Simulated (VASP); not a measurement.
**Ta: single point with LDA**

The system is Ta.

```
Ta
1.0
    -1.65500    1.65500    1.65500
     1.65500   -1.65500    1.65500
     1.65500    1.65500   -1.65500
Ta
1
Direct
  0.00000 0.00000 0.00000
```

* Program: VASP 6.6.1
* Task: single point
* Functional: LDA
* Potentials or basis: VASP PAW LDA potentials, release 64 (Ta_pv)
* Cutoff: 520 eV
* k mesh: 18 × 18 × 18
* Occupations: gaussian, width 0.05 eV
* Spin: no spin polarisation
* Dipole correction: no
* Further INCAR settings: ALGO = Normal; EDIFF = 1e-06; NBANDS = 12

```yaml
Pressure: -9.7 GPa
```

Levels at points of the mesh, in eV from the Fermi level:
```
           k point  band 2  band 3  band 4  band 5  band 6  band 7  band 8  band 9
(0.00, 0.00, 0.00)  -32.94  -32.94   -7.84    0.65    0.65    0.65    3.89    3.89
(0.50, 0.00, 0.00)  -33.32  -32.95   -4.36   -1.58    1.69    3.76    4.77    7.66
(0.50, 0.50, 0.50)  -33.76  -33.76   -3.80   -3.80    6.71    6.71    6.71    8.67
```

It took 16 s on 1 thread of Intel(R) Xeon(R) Platinum 8375C CPU @ 2.90GHz (Ice Lake), on a shared host, peak memory 0.15 GiB.

Caveat: spin-orbit coupling is left out, which moves the levels of the heavy elements.
